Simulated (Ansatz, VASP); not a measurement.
# Two plane-wave programs on ScF

The input INCAR:

```
SYSTEM = ScF
  ALGO = Normal
  EDIFF = 1E-6
  ENCUT = 520
  GGA = PE
  ISIF = 2
  ISMEAR = 0
  LASPH = .True.
  LCHARG = .False.
  LREAL = .False.
  LWAVE = .False.
  NBANDS = 46
  NELM = 100
  PREC = Accurate
  SIGMA = 0.2
```

Contents of KPOINTS:

```
k-points
0
Gamma
  6 4 4
  0 0 0
```

File POSCAR:

```
ScF
1.0
   -3.4953290046      0.0000000000      0.0000000000
    0.0000000000      0.0000000000     -5.1960250886
    0.0000000000     -6.9906580091      0.0000000000
Sc F
4 4
Direct
    0.5000000000      0.2705134467      0.5000000000
    0.5000000000      0.2705134467      0.0000000000
    1.0000000000      0.7294865533      0.7500000000
    1.0000000000      0.7294865533      0.2500000000
    0.5000000000      1.0000000000      0.7500000000
    0.5000000000      1.0000000000      0.2500000000
    1.0000000000      1.0000000000      1.0000000000
    0.0000000000      1.0000000000      0.5000000000
```

Input for Ansatz:

```yaml
crystal:
  lattice:
    - [-3.4953290046, 0.0, 0.0]
    - [0.0, 0.0, -5.1960250886]
    - [0.0, -6.9906580091, 0.0]
  atoms:
    - { symbol: Sc, position: [0.5, 0.2705134467, 0.5] }
    - { symbol: Sc, position: [0.5, 0.2705134467, 0.0] }
    - { symbol: Sc, position: [1.0, 0.7294865533, 0.75] }
    - { symbol: Sc, position: [1.0, 0.7294865533, 0.25] }
    - { symbol: F, position: [0.5, 1.0, 0.75] }
    - { symbol: F, position: [0.5, 1.0, 0.25] }
    - { symbol: F, position: [1.0, 1.0, 1.0] }
    - { symbol: F, position: [0.0, 1.0, 0.5] }
basis:
  ecutwfc: 420
kpoints:
  mp_grid: { grid: [6, 4, 4] }
hamiltonian:
  xc: pbe
scf:
  occupations: { method: gaussian, width: 0.2 }
  lower_state_search: "off"
output:
  forces: true
  stress: true
  eigenvalues: true
```

Alike in both runs: task single point; functional PBE; k mesh 6 × 4 × 4; occupations gaussian, width 0.2 eV; no spin polarisation.

```csv
,VASP,Ansatz
version,VASP 6.6.1,Ansatz 0.2.0
potentials or method,"VASP PAW PBE potentials, release 64 (Sc_sv, F), cutoff 520 eV","scalar-relativistic, plane waves, PAW"
valence electrons in the cell,72,72
```

Ansatz gave:

```
gap on the k mesh at the Fermi level (eV)                     : none
pressure (GPa)                                                : 0.1
traceless stress, the component that is largest in VASP (GPa) : -0.16
rms of the force components (eV/Å)                            : 0.011
```

Problem. Which values does VASP return?

Solution. gap on the k mesh at the Fermi level (eV): none; pressure (GPa): 0.3; traceless stress, the component that is largest in VASP (GPa): -0.11; rms of the force components (eV/Å): 0.038.

Atom by atom the forces differ by 0.026 eV/Å (rms over components). A gap of «none» marks a metal or a gap that the smearing closes.
